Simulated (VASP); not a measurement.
# CoO (Fm-3m) in VASP: single point with PBE

Aim: the single point of CoO with PBE.

Program: VASP 6.6.1. These are calculated values, not measurements. Logs are shortened: lines on timing, memory, paths and dates and some standing lists are left out, and cuts for length are marked.

### Step 1. The cell of the first run

The structure is cubic, space group Fm-3m (No. 225). The conventional cell has a = 4.054 Å, b = 4.054 Å, c = 4.054 Å, α = 90.00°, β = 90.00°, γ = 90.00°. Co (site symmetry m-3m) has 6 O at 2.03 Å within 2.7 Å. Within 2.7 Å of O (site symmetry m-3m) lie 6 Co at 2.03 Å.

### Step 2. Single point, PBE, collinear spin, ferromagnetic start

INCAR

```
SYSTEM = CoO
PREC = Accurate
ENCUT = 600
EDIFF = 1E-6
ISMEAR = 0
SIGMA = 0.1
LREAL = .FALSE.
LASPH = .TRUE.
NELM = 200
ALGO = Normal
ISIF = 2
LWAVE = .FALSE.
LCHARG = .FALSE.
ISPIN = 2
MAGMOM = 3 0
LORBIT = 11
LMAXMIX = 4
GGA = PE
NBANDS = 18
GGA_COMPAT = .FALSE.
```

KPOINTS

```
Automatic mesh
0
G
  8 8 8
  0 0 0
```

POSCAR

```
CoO
1.0
    0.0000000000      2.0268956451      2.0268956451
    2.0268956451      0.0000000000      2.0268956451
    2.0268956451      2.0268956451      0.0000000000
Co O
1 1
Direct
    0.0000000000      0.0000000000      0.0000000000
    0.5000000000      0.5000000000      0.5000000000
```

Potentials or basis: VASP PAW PBE potentials, release 64 (Co, O).

The run is started by

```console
$ cat potpaw_PBE.64/Co/POTCAR potpaw_PBE.64/O/POTCAR > POTCAR
$ mpirun -np 1 vasp_std > vasp.out
```

OUTCAR:

```text
SYSTEM = CoO
   PREC = Accurate
   ENCUT = 600
   EDIFF = 1E-6
   ISMEAR = 0
   LREAL = .FALSE.
   LASPH = .TRUE.
   NELM = 200
   ISIF = 2
   ISPIN = 2
   LORBIT = 11
   GGA = PE

 ion  position               nearest neighbor table
   1  0.000  0.000  0.000-   2 2.03   2 2.03   2 2.03   2 2.03   2 2.03   2 2.03
   2  0.500  0.500  0.500-   1 2.03   1 2.03   1 2.03   1 2.03   1 2.03   1 2.03

  LATTYP: Found a face centered cubic cell.
 ALAT       =     4.0537912902

  Lattice vectors:

 A1 = (   0.0000000000,   2.0268956451,   2.0268956451)
 A2 = (   2.0268956451,   0.0000000000,   2.0268956451)
 A3 = (   2.0268956451,   2.0268956451,   0.0000000000)

Analysis of symmetry for initial positions (statically):
=====================================================================
 Subroutine PRICEL returns:
 Original cell was already a primitive cell.

 Routine SETGRP: Setting up the symmetry group for a
 face centered cubic supercell.

 Subroutine GETGRP returns: Found 48 space group operations
 (whereof 48 operations were pure point group operations)
 out of a pool of 48 trial point group operations.

The static configuration has the point symmetry O_h .

Analysis of symmetry for dynamics (positions and initial velocities):
=====================================================================
 Subroutine PRICEL returns:
 Original cell was already a primitive cell.

 Routine SETGRP: Setting up the symmetry group for a
 face centered cubic supercell.

 Subroutine GETGRP returns: Found 48 space group operations
 (whereof 48 operations were pure point group operations)
 out of a pool of 48 trial point group operations.

The dynamic configuration has the point symmetry O_h .

Analysis of structural, dynamic, and magnetic symmetry:
=====================================================================
 Subroutine PRICEL returns:
 Original cell was already a primitive cell.

 Routine SETGRP: Setting up the symmetry group for a
 face centered cubic supercell.

 Subroutine GETGRP returns: Found 48 space group operations
 (whereof 48 operations were pure point group operations)
 out of a pool of 48 trial point group operations.

The overall configuration has the point symmetry O_h .

 Subroutine INISYM returns: Found 48 space group operations
 (whereof 48 operations are pure point group operations),
 and found     1 'primitive' translations

----------------------------------------------------------------------------------------

                                     Primitive cell

  volume of cell :      16.6542

  direct lattice vectors                    reciprocal lattice vectors
     0.000000000  2.026895645  2.026895645    -0.246682655  0.246682655  0.246682655
     2.026895645  0.000000000  2.026895645     0.246682655 -0.246682655  0.246682655
     2.026895645  2.026895645  0.000000000     0.246682655  0.246682655 -0.246682655

  length of vectors
     2.866463311  2.866463311  2.866463311     0.427266893  0.427266893  0.427266893

  position of ions in fractional coordinates (direct lattice)
     0.000000000  0.000000000  0.000000000
     0.500000000  0.500000000  0.500000000

  ion indices of the primitive-cell ions
   primitive index   ion index
                 1           1
                 2           2

----------------------------------------------------------------------------------------

 KPOINTS: Automatic mesh

Automatic generation of k-mesh.
 Grid dimensions read from file:
 generate k-points for:    8    8    8

 Generating k-lattice:

  Cartesian coordinates                     Fractional coordinates (reciprocal lattice)
    -0.030835332  0.030835332  0.030835332     0.125000000  0.000000000  0.000000000
     0.030835332 -0.030835332  0.030835332     0.000000000  0.125000000  0.000000000
     0.030835332  0.030835332 -0.030835332     0.000000000  0.000000000  0.125000000

  Length of vectors
     0.053408362  0.053408362  0.053408362

  Shift w.r.t. Gamma in fractional coordinates (k-lattice)
     0.000000000  0.000000000  0.000000000

 Subroutine IBZKPT returns following result:
 ===========================================

 Found     29 irreducible k-points:

 Following reciprocal coordinates:
            Coordinates               Weight
  0.000000  0.000000  0.000000      1.000000
  0.125000  0.000000  0.000000      8.000000
  0.250000  0.000000  0.000000      8.000000
  0.375000  0.000000  0.000000      8.000000
  0.500000  0.000000  0.000000      4.000000
  0.125000  0.125000  0.000000      6.000000
[... 16 lines left out ...]
  0.500000  0.250000  0.125000     48.000000
 -0.375000  0.250000  0.125000     24.000000
 [... further k-points ...]
   k-points           NKPTS =     29   k-points in BZ     NKDIM =     29   number of bands    NBANDS=     18
   number of dos      NEDOS =    301   number of ions     NIONS =      2
   total plane-waves  NPLWV =  13824
   dimension x,y,z NGX =    24 NGY =   24 NGZ =   24
   dimension x,y,z NGXF=    48 NGYF=   48 NGZF=   48
   ions per type =               1   1
   NGX,Y,Z   is equivalent  to a cutoff of  13.92, 13.92, 13.92 a.u.
   NGXF,Y,Z  is equivalent  to a cutoff of  27.84, 27.84, 27.84 a.u.
 SYSTEM =  CoO
   PREC   = accura    normal or accurate (medium, high low for compatibility)
   ISTART =      0    job   : 0-new  1-cont  2-samecut
   ICHARG =      2    charge: 1-file 2-atom 10-const
   ISPIN  =      2    spin polarized calculation?
   LNONCOLLINEAR =      F non collinear calculations
   LSORBIT =      F    spin-orbit coupling
   LASPH  =      T    aspherical Exc in radial PAW
   ENCUT  =  600.0 eV  44.10 Ry    6.64 a.u.   5.73  5.73  5.73*2*pi/ulx,y,z
   NELM   =    200;   NELMIN=  2; NELMDL= -5     # of ELM steps
   EDIFF  = 0.1E-05   stopping-criterion for ELM
   LREAL  =      F    real-space projection
   EDIFFG = 0.1E-04   stopping-criterion for IOM
   NSW    =      0    number of steps for IOM
   IBRION =     -1    ionic relax: 0-MD 1-quasi-New 2-CG
   NFREE  =      0    steps in history (QN), initial steepest desc. (CG)
   ISIF   =      2    stress and relaxation
   ISYM   =      2    0-nonsym 1-usesym 2-fastsym
   POTIM  = 0.5000    time-step for ionic-motion
   TEBEG  =    0.0;   TEEND  =   0.0 temperature during run
   PSTRESS=    0.0 pullay stress
   NELECT =      15.0000    total number of electrons
   NUPDOWN=      -1.0000    fix difference up-down
   EMIN   =  10.00;   EMAX   =-10.00  energy-range for DOS
   EFERMI =   0.00;   METHOD = LEGACY
   ISMEAR =     0;   SIGMA  =   0.10  broadening in eV -4-tet -1-fermi 0-gaus
   EFERMI_NEDOS =   21; number of points for ismear=-14 and -15
   IALGO  =     38    algorithm
   IMIX   =      4    mixing-type and parameters
     AMIX     =   0.40;   BMIX     =  1.00
     AMIX_MAG =   1.60;   BMIX_MAG =  1.00
  volume/ion in A,a.u.               =       8.33        56.19
  Fermi-wavevector in a.u.,A,eV,Ry     =   1.580995  2.987648 34.008382  2.499546
  Thomas-Fermi vector in A             =   2.681138
   LORBIT       =     11    0 simple, 1 ext, 2 COOP (PROOUT), +10 PAW based schemes
   GGA     = PE    functional components
   LHFCALC =     F    Hartree Fock is set to
   AEXX    =    0.0000 exact exchange contribution
   IVDW    =     0    specifies the selected vdW correction
   LEPSILON=     F    determine dielectric tensor
   LRPA    =     F    only Hartree local field effects (RPA)
 spin polarized calculation
 Gauss-broadening in eV      SIGMA  =   0.10
  energy-cutoff  :      600.00
  volume of cell :       16.65
 maximum number of plane-waves:       568
   NGX = 11   NGY = 11   NGZ = 11

 number of electron      15.0000000 magnetization       2.0021865

 Free energy of the ion-electron system (eV)
  ---------------------------------------------------
  ext. energy  EPLUGINS =         0.00000000
  ---------------------------------------------------
  free energy    TOTEN  =       -12.87634439 eV

  energy without entropy =      -12.85452773  energy(sigma->0) =      -12.86543606

 E-fermi :  10.1190     XC(G=0): -13.2893

 val. band max:       10.0948569204   @ k =   0.5000   0.2500   0.1250
 cond. band min:      10.1199722570   @ k =   0.2500   0.2500   0.0000
 fundamental gap:      0.0251153366
 Fermi energy:        10.1189667124

 spin component 1

 k-point     1 :       0.0000    0.0000    0.0000
  band No.  band energies     occupation
      1     -11.5974      1.00000
      2       6.2419      1.00000
      3       6.2419      1.00000
      4       6.2419      1.00000
      5       7.2294      1.00000
      6       7.2295      1.00000
[... 10 lines left out ...]
     17      34.5561      0.00000
     18      37.1492      0.00000

 k-point     2 :       0.1250    0.0000    0.0000
  band No.  band energies     occupation
      1     -11.3934      1.00000
      2       4.9378      1.00000
      3       5.2742      1.00000
      4       5.2742      1.00000
      5       7.4317      1.00000
      6       7.4318      1.00000
[... 10 lines left out ...]
     17      36.1560      0.00000
     18      39.9596      0.00000

 k-point     3 :       0.2500    0.0000    0.0000
  band No.  band energies     occupation
      1     -10.8584      1.00000
      2       2.9066      1.00000
      3       4.2010      1.00000
      4       4.2011      1.00000
      5       7.7889      1.00000
      6       7.7890      1.00000
[... 412 lines left out ...]
 k-point    23 :       0.5000    0.2500    0.1250
  band No.  band energies     occupation
      1     -10.0965      1.00000
      2       1.6377      1.00000
      3       3.3596      1.00000
      4       3.6597      1.00000
      5       7.7665      1.00000
      6       8.2664      1.00000
[... 10 lines left out ...]
     17      40.7609      0.00000
     18      42.0023      0.00000

 k-point    24 :      -0.3750    0.2500    0.1250
  band No.  band energies     occupation
      1      -9.9039      1.00000
      2       1.4191      1.00000
      3       3.0562      1.00000
      4       3.4208      1.00000
      5       8.0469      1.00000
      6       8.3088      1.00000
[... 10 lines left out ...]
     17      40.1677      0.00000
     18      41.9124      0.00000

 [... further k-points ...]

 spin component 2

 k-point     1 :       0.0000    0.0000    0.0000
  band No.  band energies     occupation
      1     -11.3626      1.00000
      2       6.4975      1.00000
      3       6.4975      1.00000
      4       6.4975      1.00000
      5       8.6001      1.00000
      6       8.6002      1.00000
[... 10 lines left out ...]
     17      35.2849      0.00000
     18      37.8572      0.00000

 k-point     2 :       0.1250    0.0000    0.0000
  band No.  band energies     occupation
      1     -11.1577      1.00000
      2       5.2869      1.00000
      3       5.9333      1.00000
      4       5.9333      1.00000
      5       8.8142      1.00000
      6       8.8144      1.00000
[... 10 lines left out ...]
     17      36.7554      0.00000
     18      40.6809      0.00000

 k-point     3 :       0.2500    0.0000    0.0000
  band No.  band energies     occupation
      1     -10.6206      1.00000
      2       3.2502      1.00000
      3       5.0199      1.00000
      4       5.0199      1.00000
      5       9.2384      1.00000
      6       9.2386      1.00000
[... 412 lines left out ...]
 k-point    23 :       0.5000    0.2500    0.1250
  band No.  band energies     occupation
      1      -9.8427      1.00000
      2       2.0117      1.00000
      3       3.9369      1.00000
      4       4.3600      1.00000
      5       9.0932      1.00000
      6       9.9443      0.99324
[... 10 lines left out ...]
     17      41.1990      0.00000
     18      42.3903      0.00000

 k-point    24 :      -0.3750    0.2500    0.1250
  band No.  band energies     occupation
      1      -9.6461      1.00000
      2       1.7381      1.00000
      3       3.6174      1.00000
      4       4.2037      1.00000
      5       9.5625      1.00000
      6       9.6981      1.00000
[... 10 lines left out ...]
     17      40.4637      0.00000
     18      42.4140      0.00000

 [... further k-points ...]

------------------------ aborting loop because EDIFF is reached ----------------------------------------

  FORCE on cell =-STRESS in cart. coord.  units (eV):
  Direction    XX          YY          ZZ          XY          YZ          ZX
  --------------------------------------------------------------------------------------
  -------------------------------------------------------------------------------------
  Total        2.5140284      2.5140284      2.5140284     -0.0000000      0.0000000     -0.0000000
  in kB      241.8558481    241.8558481    241.8558481     -0.0000000      0.0000000     -0.0000000
  external PRESSURE =     241.8558481 kB  Pullay stress =       0.0000000 kB

 VOLUME and BASIS-vectors are now :
 -----------------------------------------------------------------------------
  energy-cutoff  :      600.00
  volume of cell :       16.65
      direct lattice vectors                 reciprocal lattice vectors
     0.000000000  2.026895645  2.026895645    -0.246682655  0.246682655  0.246682655
     2.026895645  0.000000000  2.026895645     0.246682655 -0.246682655  0.246682655
     2.026895645  2.026895645  0.000000000     0.246682655  0.246682655 -0.246682655

 POSITION                                       TOTAL-FORCE (eV/Angst)
 -----------------------------------------------------------------------------------
      0.00000      0.00000      0.00000         0.000000      0.000000      0.000000
      2.02690      2.02690      2.02690         0.000000      0.000000      0.000000
 -----------------------------------------------------------------------------------
    total drift:                                0.000000     -0.000000     -0.000000

  FREE ENERGIE OF THE ION-ELECTRON SYSTEM (eV)
  ---------------------------------------------------
  free  energy   TOTEN  =       -12.8763443879 eV

  energy  without entropy=      -12.8545277262  energy(sigma->0) =      -12.86543606

 total charge

# of ion       s       p       d       tot
------------------------------------------
    1        0.335   0.457   7.337   8.129
    2        1.558   3.474   0.000   5.031
--------------------------------------------------
tot          1.893   3.930   7.337  13.160

 magnetization (x)

# of ion       s       p       d       tot
------------------------------------------
    1        0.021   0.017   1.815   1.853
    2        0.029   0.092   0.000   0.121
--------------------------------------------------
tot          0.050   0.110   1.815   1.974
```

Run time: 15 s. Hardware: 1 thread of AMD EPYC 9R45 (Zen 5), shared host; peak memory 0.13 GiB.

Results:

- Free energy: -12.8763 eV
- Pressure: 24.2 GPa
- Net moment: 2.00 μB per cell
- Site moments: Co +1.85; O +0.12 μB
- Valence electrons inside the program's atomic spheres: Co 8.13; O 5.03

Caveat: the cell stands under pressure; a cell with one magnetic atom can't hold antiferromagnetic order, which such compounds often take; semilocal functionals often make such compounds metallic where correlation or magnetic order opens a gap, which also shifts bond lengths.
